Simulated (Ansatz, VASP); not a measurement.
## Ti in VASP and in Ansatz

File INCAR:

```
SYSTEM = Ti
PREC = Accurate ; ENCUT = 400
EDIFF = 1E-8 ; ISMEAR = -1
SIGMA = 0.05 ; LREAL = .FALSE.
LASPH = .TRUE. ; NELM = 120
ALGO = Normal ; ISIF = 2
LWAVE = .FALSE. ; LCHARG = .FALSE.
LEFG = .TRUE. ; NBANDS = 12
GGA_COMPAT = .FALSE.
```

KPOINTS

```
regular mesh
0
G
  15 15 15
  0 0 0
```

File POSCAR:

```
Ti
1.0
    0.0000000000      2.0300000000      1.9894000000
    2.0300000000      0.0000000000      1.9894000000
    2.0300000000      2.0300000000      0.0000000000
Ti
1
Direct
    0.0000000000      0.0000000000      0.0000000000
```

Input for Ansatz:

```yaml
crystal:
  lattice:
    - [0.0, 2.03, 1.9894]
    - [2.03, 0.0, 1.9894]
    - [2.03, 2.03, 0.0]
  atoms:
    - { symbol: Ti, position: [0.0, 0.0, 0.0] }
kpoints:
  mp_grid: { grid: [15, 15, 15] }
scf:
  occupations: { method: fermi_dirac, width: 0.05 }
hamiltonian:
  xc: lda
  pseudopotentials: { kind: paw }
output:
  forces: true
  stress: true
  eigenvalues: true
  efg: { contact_densities: true }
```

Change from the starting cell: zz strain of -2 %, PAW files.

Alike in both runs: task electric field gradients; functional LDA; k mesh 15 × 15 × 15; occupations fermi-dirac, width 0.05 eV; no spin polarisation.

```csv
,VASP,Ansatz
version,VASP 6.6.1,Ansatz 0.2.0
potentials or method,"VASP PAW LDA potentials, release 64 (Ti_sv)","PAW with Ansatz's default frozen-core files, scalar-relativistic"
plane-wave cutoff (eV),400,420
valence electrons in the cell,12,12
```

|  | VASP | Ansatz | Ansatz less VASP |
| --- | --- | --- | --- |
| pressure (GPa) | -3.5 | -2.6 | +0.90 |
| traceless stress, the component that is largest in VASP (GPa) | 0.56 | 0.55 | -0.008 |
| size of Vzz on the site where it differs most (V/Å²) | 1.1 | 1.2 | +0.03 |

LDA's correlation is that of Perdew and Zunger in VASP and of Perdew and Wang (1992) in Ansatz.
